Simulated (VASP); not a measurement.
# ReP2 (P-3m1) in VASP: notebook, part 2 of 2

VASP 6.6.1. The steps go on from the part before.

## (3) Relaxation of shape and atoms at fixed volume, PBEsol (14.22 Å³/atom)

This run uses another cell than the first one, of 14.22 Å³/atom.

The input, INCAR:

```
SYSTEM = ReP2
PREC     = Accurate       ! precision mode
ENCUT    = 600            ! plane-wave cutoff, eV
EDIFF    = 1E-6           ! SCF threshold, eV
ISMEAR   = 0              ! smearing method
SIGMA    = 0.05           ! smearing width, eV
LREAL    = .False.        ! projectors in reciprocal space
LASPH    = .True.         ! aspherical terms in the spheres
NELM     = 80             ! most SCF steps
ALGO     = Normal         ! electronic algorithm
ISIF     = 4              ! what is computed and relaxed
LWAVE    = .False.        ! write WAVECAR
LCHARG   = .False.        ! write CHGCAR
GGA      = PS             ! functional
IBRION   = 2              ! ionic algorithm
NSW      = 60             ! ionic steps
EDIFFG   = -0.01          ! ionic threshold
```

The input, KPOINTS:

```
regular mesh
0
Gamma
  12 12 6
  0 0 0
```

The input, POSCAR:

```
ReP2
1.0
    3.0880831614      0.0000000000      0.0000000000
   -1.5440415807      2.6743584668      0.0000000000
    0.0000000000      0.0000000000      5.1650459227
Re P
1 2
Direct
    0.0000000000      0.0000000000      0.0000000000
    0.3333333333      0.6666666667      0.3254818750
    0.6666666667      0.3333333333      0.6745181250
```

Potentials or basis: VASP PAW PBE potentials, release 64 (Re, P).

Started as:

```console
> cat potpaw_PBE.64/Re/POTCAR potpaw_PBE.64/P/POTCAR > POTCAR
> mpirun -np 1 vasp_std > vasp.out
```

OUTCAR:

```text
SYSTEM = ReP2
   PREC = Accurate
   ENCUT = 600
   EDIFF = 1E-6
   ISMEAR = 0
   LREAL = .False.
   LASPH = .True.
   NELM = 80
   ISIF = 4
   GGA = PS
   IBRION = 2
   NSW = 60
   EDIFFG = -0.01

 ion  position               nearest neighbor table
   1  0.000  0.000  0.000-   2 2.45   3 2.45   3 2.45   2 2.45   3 2.45   2 2.45
   2  0.333  0.667  0.325-   1 2.45   1 2.45   1 2.45   3 2.54   3 2.54   3 2.54
   3  0.667  0.333  0.675-   1 2.45   1 2.45   1 2.45   2 2.54   2 2.54   2 2.54

  LATTYP: Found a hexagonal cell.
 ALAT       =     3.0880831614
 C/A-ratio  =     1.6725734550

  Lattice vectors:

 A1 = (   3.0880831614,   0.0000000000,   0.0000000000)
 A2 = (  -1.5440415807,   2.6743584668,   0.0000000000)
 A3 = (   0.0000000000,   0.0000000000,   5.1650459227)

Analysis of symmetry for initial positions (statically):
=====================================================================
 Subroutine PRICEL returns:
 Original cell was already a primitive cell.

 Routine SETGRP: Setting up the symmetry group for a
 hexagonal supercell.

 Subroutine GETGRP returns: Found 12 space group operations
 (whereof 12 operations were pure point group operations)
 out of a pool of 24 trial point group operations.

The static configuration has the point symmetry D_3d.

Analysis of symmetry for dynamics (positions and initial velocities):
=====================================================================
 Subroutine PRICEL returns:
 Original cell was already a primitive cell.

 Routine SETGRP: Setting up the symmetry group for a
 hexagonal supercell.

 Subroutine GETGRP returns: Found 12 space group operations
 (whereof 12 operations were pure point group operations)
 out of a pool of 24 trial point group operations.

The dynamic configuration has the point symmetry D_3d.

[... 138 lines left out ...]
   NGX = 13   NGY = 13   NGZ = 21

--------------------------------------- Ionic step        1  -------------------------------------------

 number of electron      17.0000000 magnetization

 Free energy of the ion-electron system (eV)
  ---------------------------------------------------
  ext. energy  EPLUGINS =         0.00000000
  ---------------------------------------------------
  free energy    TOTEN  =       -25.48662919 eV

  energy without entropy =      -25.48475085  energy(sigma->0) =      -25.48569002

------------------------ aborting loop because EDIFF is reached ----------------------------------------

  FORCE on cell =-STRESS in cart. coord.  units (eV):
  Direction    XX          YY          ZZ          XY          YZ          ZX
  --------------------------------------------------------------------------------------
  -------------------------------------------------------------------------------------
  Total       -1.5433765     -1.5433765     -1.7526055      0.0000000      0.0000000      0.0000000
  in kB      -57.9695149    -57.9695149    -65.8281973      0.0000000      0.0000000      0.0000000
  external PRESSURE =     -60.5890757 kB  Pullay stress =       0.0000000 kB
[... 135 lines left out ...]
--------------------------------------- Ionic step        5  -------------------------------------------

 number of electron      17.0000001 magnetization

 Free energy of the ion-electron system (eV)
  ---------------------------------------------------
  ext. energy  EPLUGINS =         0.00000000
  ---------------------------------------------------
  free energy    TOTEN  =       -25.48891671 eV

  energy without entropy =      -25.48741370  energy(sigma->0) =      -25.48816521

 E-fermi :   9.5713     XC(G=0): -12.3533

 val. band max:        9.5353610246   @ k =   0.2500   0.0000   0.3333
 cond. band min:       9.5730671719   @ k =  -0.2500  -0.4167   0.3333
 fundamental gap:      0.0377061472
 Fermi energy:         9.5712523806

 k-point     1 :       0.0000    0.0000    0.0000
  band No.  band energies     occupation
      1      -6.0242      2.00000
      2      -0.8814      2.00000
      3       0.8401      2.00000
      4       6.0745      2.00000
      5       6.0745      2.00000
      6       7.3852      2.00000
      7       8.4554      2.00000
      8       8.4554      2.00000
      9      12.2931      0.00000
     10      12.2931      0.00000
     11      12.3742      0.00000
     12      12.3742      0.00000
[... 331 lines left out ...]
 k-point    24 :       0.0000    0.1667    0.1667
  band No.  band energies     occupation
      1      -5.3336      2.00000
      2      -1.4016      2.00000
      3       2.1835      2.00000
      4       5.4609      2.00000
      5       6.3409      2.00000
      6       6.9231      2.00000
      7       7.2539      2.00000
      8       8.1242      2.00000
      9       9.4543      1.99906
     10      11.3164      0.00000
     11      12.9937      0.00000
     12      13.1372      0.00000

 [... further k-points ...]

------------------------ aborting loop because EDIFF is reached ----------------------------------------

  FORCE on cell =-STRESS in cart. coord.  units (eV):
  Direction    XX          YY          ZZ          XY          YZ          ZX
  --------------------------------------------------------------------------------------
  -------------------------------------------------------------------------------------
  Total       -1.2983457     -1.2983457     -1.2730847      0.0000000      0.0000000      0.0000000
  in kB      -48.7661133    -48.7661133    -47.8173044      0.0000000      0.0000000      0.0000000
  external PRESSURE =     -48.4498437 kB  Pullay stress =       0.0000000 kB
[... 18 lines left out ...]
  FREE ENERGIE OF THE ION-ELECTRON SYSTEM (eV)
  ---------------------------------------------------
  free  energy   TOTEN  =       -25.4889167136 eV

  energy  without entropy=      -25.4874137049  energy(sigma->0) =      -25.48816521

 reached required accuracy - stopping structural energy minimisation
```

OSZICAR:

```text
N       E                     dE             d eps       ncg     rms          rms(c)
DAV:   1     0.561899240423E+02    0.56190E+02   -0.83495E+03  3996   0.156E+03
DAV:   2    -0.224391345160E+02   -0.78629E+02   -0.72753E+02  4036   0.283E+02
[... 31 lines left out ...]
   4 F= -.25488853E+02 E0= -.25488047E+02  d E =-.473716E-03
       N       E                     dE             d eps       ncg     rms          rms(c)
DAV:   1    -0.254889467906E+02   -0.93829E-04   -0.68655E-03  3996   0.202E+00    0.648E-02
DAV:   2    -0.254889324844E+02    0.14306E-04   -0.56380E-04  4140   0.476E-01    0.850E-02
DAV:   3    -0.254889184733E+02    0.14011E-04   -0.51632E-05  4468   0.195E-01    0.338E-02
DAV:   4    -0.254889166933E+02    0.17800E-05   -0.94824E-06  3440   0.599E-02    0.364E-03
DAV:   5    -0.254889167136E+02   -0.20354E-07   -0.34992E-07  1676   0.152E-02
   5 F= -.25488917E+02 E0= -.25488165E+02  d E =-.537688E-03
```

CONTCAR:

```text
ReP2
   1.00000000000000
     3.0869975641383469   -0.0000000000000000    0.0000000000000000
    -1.5434987820691735    2.6734183119894159   -0.0000000000000000
     0.0000000000000000    0.0000000000000000    5.1686793208695407
  Re              P
     1     2
Direct
     0.0000000000000000    0.0000000000000000    0.0000000000000000
     0.3333333332999970    0.6666666667000030    0.3229222572533891
     0.6666666667000030    0.3333333332999970    0.6770777427466108

  0.00000000E+00  0.00000000E+00  0.00000000E+00
  0.00000000E+00  0.00000000E+00  0.00000000E+00
  0.00000000E+00  0.00000000E+00  0.00000000E+00
```

It took 100 s on 1 thread of Intel Xeon Platinum 8559C (Emerald Rapids), shared host; peak memory 0.22 GiB.

Results:

| Item | Value |
| --- | --- |
| Free energy | -25.4889 eV |
| Energy gained by relaxing | 0.8 meV/atom |
| Ionic steps | 5 |
| Pressure after relaxing | -4.8 GPa |
| Largest force after relaxing | 0.004 eV/Å |
| Band gap on the k mesh | zero (an odd number of electrons rules out a gap without spin polarisation) |

Forces on the atoms (eV/Å):
```
Re   0.000  0.000  0.000
P    0.000  0.000  0.004
P    0.000  0.000 -0.004
```

Stress tensor (GPa, compression positive):
```
-4.88  0.00  0.00
 0.00 -4.88  0.00
 0.00  0.00 -4.78
```

Step by step:
| step | energy change (eV) | largest force (eV/Å) | pressure (GPa) | volume (Å³) |
| --- | --- | --- | --- | --- |
| 1 | 0.0000 | 0.1731 | -6.06 | 42.66 |
| 2 | -0.0017 | 0.0348 | -5.16 | 42.66 |
| 3 | -0.0017 | 0.0327 | -5.14 | 42.66 |
| 4 | -0.0022 | 0.0085 | -4.94 | 42.66 |
| 5 | -0.0023 | 0.0035 | -4.84 | 42.66 |

Final structure:
```yaml
crystal:
  lattice:
    - [3.08700, 0.00000, 0.00000]
    - [-1.54350, 2.67342, 0.00000]
    - [0.00000, 0.00000, 5.16868]
  atoms:
    - { symbol: Re, position: [0.00000, 0.00000, 0.00000] }
    - { symbol: P, position: [0.33333, 0.66667, 0.32292] }
    - { symbol: P, position: [0.66667, 0.33333, 0.67708] }
```

Levels at points of the mesh, in eV from the Fermi level:
```
           k point  band 5  band 6  band 7  band 8  band 9  band 10  band 11  band 12
(0.00, 0.00, 0.00)   -3.50   -2.19   -1.12   -1.12    2.72     2.72     2.80     2.80
(0.50, 0.00, 0.00)   -4.79   -3.25   -2.78   -1.66   -1.49     1.26     2.39     3.27
(0.00, 0.00, 0.50)   -3.39   -3.39   -1.25   -1.25    1.08     1.08     3.01     5.75
(0.50, 0.00, 0.50)   -4.66   -3.99   -3.40    0.88    1.24     1.25     1.93     2.45
```

Caveat: the PAW data sets were made with another functional, which shifts forces and pressure a little; spin-orbit coupling is left out, which moves the levels of the heavy elements.

## (4) Single point, PBEsol

This run uses another cell than the first one, of 13.67 Å³/atom.

The input, INCAR:

```
SYSTEM = ReP2
ALGO = Normal
EDIFF = 1E-7
ENCUT = 520
GGA = PS
ISIF = 2
ISMEAR = 0
ISYM = 0
LASPH = .True.
LCHARG = .True.
LELF = .True.
LREAL = .False.
LVHAR = .True.
LWAVE = .False.
NBANDS = 16
NELM = 60
PREC = Accurate
SIGMA = 0.05
```

The input, KPOINTS:

```
k-points
0
Gamma
  12 12 6
  0 0 0
```

The input, POSCAR:

```
ReP2
1.0
    3.0483626250      0.0000000000      0.0000000000
   -1.5241813125      2.6399594732      0.0000000000
    0.0000000000      0.0000000000      5.0966588660
Re P
1 2
Direct
    0.0000000000      0.0000000000      0.0000000000
    0.3333333333      0.6666666667      0.3284640864
    0.6666666667      0.3333333333      0.6715359136
```

Potentials or basis: VASP PAW PBE potentials, release 64 (Re, P).

Started as:

```console
> cat potpaw_PBE.64/Re/POTCAR potpaw_PBE.64/P/POTCAR > POTCAR
> mpirun -np 1 vasp_std > vasp.out
```

OUTCAR:

```text
SYSTEM = ReP2
   EDIFF = 1E-7
   ENCUT = 520
   GGA = PS
   ISIF = 2
   ISMEAR = 0
   ISYM = 0
   LASPH = .True.
   LREAL = .False.
   NELM = 60
   PREC = Accurate

 ion  position               nearest neighbor table
   1  0.000  0.000  0.000-   2 2.43   3 2.43   3 2.43   2 2.43   3 2.43   2 2.43
   2  0.333  0.667  0.328-   1 2.43   1 2.43   1 2.43   3 2.48   3 2.48   3 2.48
   3  0.667  0.333  0.672-   1 2.43   1 2.43   1 2.43   2 2.48   2 2.48   2 2.48
[... 614 lines left out ...]

  FORCE on cell =-STRESS in cart. coord.  units (eV):
  Direction    XX          YY          ZZ          XY          YZ          ZX
  --------------------------------------------------------------------------------------
  -------------------------------------------------------------------------------------
  Total        0.2177043      0.2177063      0.2744803      0.0000017     -0.0000006     -0.0000002
  in kB        8.5040941      8.5041757     10.7219132      0.0000670     -0.0000215     -0.0000083
  external PRESSURE =       9.2433943 kB  Pullay stress =       0.0000000 kB

 VOLUME and BASIS-vectors are now :
 -----------------------------------------------------------------------------
  energy-cutoff  :      520.00
  volume of cell :       41.02
      direct lattice vectors                 reciprocal lattice vectors
     3.048362625  0.000000000  0.000000000     0.328044962  0.189396847  0.000000000
    -1.524181313  2.639959473  0.000000000     0.000000000  0.378793694  0.000000000
     0.000000000  0.000000000  5.096658866     0.000000000  0.000000000  0.196206971

 POSITION                                       TOTAL-FORCE (eV/Angst)
 -----------------------------------------------------------------------------------
      0.00000      0.00000      0.00000        -0.000000     -0.000000      0.000000
     -0.00000      1.75997      1.67407        -0.000000      0.000000      0.076308
      1.52418      0.87999      3.42259         0.000001      0.000000     -0.076309
 -----------------------------------------------------------------------------------
    total drift:                               -0.000000     -0.000000      0.000001

  FREE ENERGIE OF THE ION-ELECTRON SYSTEM (eV)
  ---------------------------------------------------
  free  energy   TOTEN  =       -25.5116271787 eV

  energy  without entropy=      -25.5102684506  energy(sigma->0) =      -25.51094781
```

OSZICAR:

```text
N       E                     dE             d eps       ncg     rms          rms(c)
DAV:   1     0.419861042974E+02    0.41986E+02   -0.74973E+03 21136   0.107E+03
DAV:   2    -0.242743031923E+02   -0.66260E+02   -0.60578E+02 22304   0.237E+02
DAV:   3    -0.264818272239E+02   -0.22075E+01   -0.21656E+01 22264   0.450E+01
DAV:   4    -0.264990429106E+02   -0.17216E-01   -0.17190E-01 17664   0.289E+00
DAV:   5    -0.264994314285E+02   -0.38852E-03   -0.38839E-03 22032   0.457E-01    0.367E+01
DAV:   6    -0.258180276905E+02    0.68140E+00   -0.27013E+00 24104   0.452E+01    0.109E+01
DAV:   7    -0.256900616845E+02    0.12797E+00   -0.14493E+00 24024   0.294E+01    0.105E+01
DAV:   8    -0.255120558920E+02    0.17801E+00   -0.31106E-01 23200   0.158E+01    0.931E-01
DAV:   9    -0.255119061850E+02    0.14971E-03   -0.27576E-02 21720   0.117E+00    0.255E-01
DAV:  10    -0.255117165830E+02    0.18960E-03   -0.10913E-03 18104   0.463E-01    0.234E-01
DAV:  11    -0.255116705790E+02    0.46004E-04   -0.11219E-04 23168   0.848E-02    0.106E-01
DAV:  12    -0.255116274232E+02    0.43156E-04   -0.15479E-04 21736   0.286E-01    0.391E-02
DAV:  13    -0.255116274884E+02   -0.65176E-07   -0.70240E-06 18504   0.180E-02    0.205E-02
DAV:  14    -0.255116272563E+02    0.23211E-06   -0.12973E-06 22400   0.110E-02    0.643E-03
DAV:  15    -0.255116271787E+02    0.77591E-07   -0.75925E-08 12568   0.575E-03
   1 F= -.25511627E+02 E0= -.25510948E+02  d E =-.135873E-02
```

stdout:

```text
POSCAR found type information on POSCAR ReP
 POSCAR found :  2 types and       3 ions
 scaLAPACK will be used
 -----------------------------------------------------------------------------
|                                                                             |
|                                                                             |
|     You enforced a specific xc type in the INCAR file but a different       |
|     I HOPE YOU KNOW WHAT YOU ARE DOING!                                     |
|                                                                             |
 -----------------------------------------------------------------------------

 LDA part: xc-table for (Slater+PW92), standard interpolation
 POSCAR, INCAR and KPOINTS ok, starting setup
 FFT: planning ... GRIDC
 FFT: planning ... GRID_SOFT
 FFT: planning ... GRID
 WAVECAR not read
 entering main loop
```

Run time: 2.2 min. Hardware: 1 thread of Intel Xeon Platinum 8559C (Emerald Rapids), shared host; peak memory 0.39 GiB.

Results:

| Property | Result |
| --- | --- |
| Free energy | -25.5116 eV |
| Pressure | 0.9 GPa |
| Largest force | 0.076 eV/Å |
| Band gap on the k mesh | zero (an odd number of electrons rules out a gap without spin polarisation) |

Forces on the atoms (eV/Å):
```
Re   0.000  0.000  0.000
P    0.000  0.000  0.076
P    0.000  0.000 -0.076
```

Stress tensor (GPa, compression positive):
```
0.85 0.00 0.00
0.00 0.85 0.00
0.00 0.00 1.07
```

Caveat: the PAW data sets were made with another functional, which shifts forces and pressure a little; spin-orbit coupling is left out, which moves the levels of the heavy elements.

## (5) Overview

| task | cell | cutoff (eV) | gap on the mesh (eV) | pressure (GPa) |
| --- | --- | --- | --- | --- |
| relaxation of shape and atoms at fixed volume | relaxed from a = 3.069, b = 3.069, c = 5.130 Å, angles 90.0, 90.0, 120.0°, 3 atoms, atomic positions A | 600 | none | -2.6 |
| relaxation of shape and atoms at fixed volume | relaxed from a = 3.088, b = 3.088, c = 5.165 Å, angles 90.0, 90.0, 120.0°, 3 atoms, atomic positions B | 600 | none | -4.8 |
| single point | a = 3.048, b = 3.048, c = 5.097 Å, angles 90.0, 90.0, 120.0°, 3 atoms, atomic positions A | 520 | none | 0.9 |

Alike in all rows: level PBEsol; potentials or basis VASP PAW PBE potentials, release 64 (Re, P); no spin polarisation; k mesh 12 × 12 × 6; smearing gaussian 0.05 eV.

Caveats: the PAW data sets were made with another functional, which shifts forces and pressure a little; spin-orbit coupling is left out, which moves the levels of the heavy elements.

Absolute energies hang on the potentials; compare differences alone.
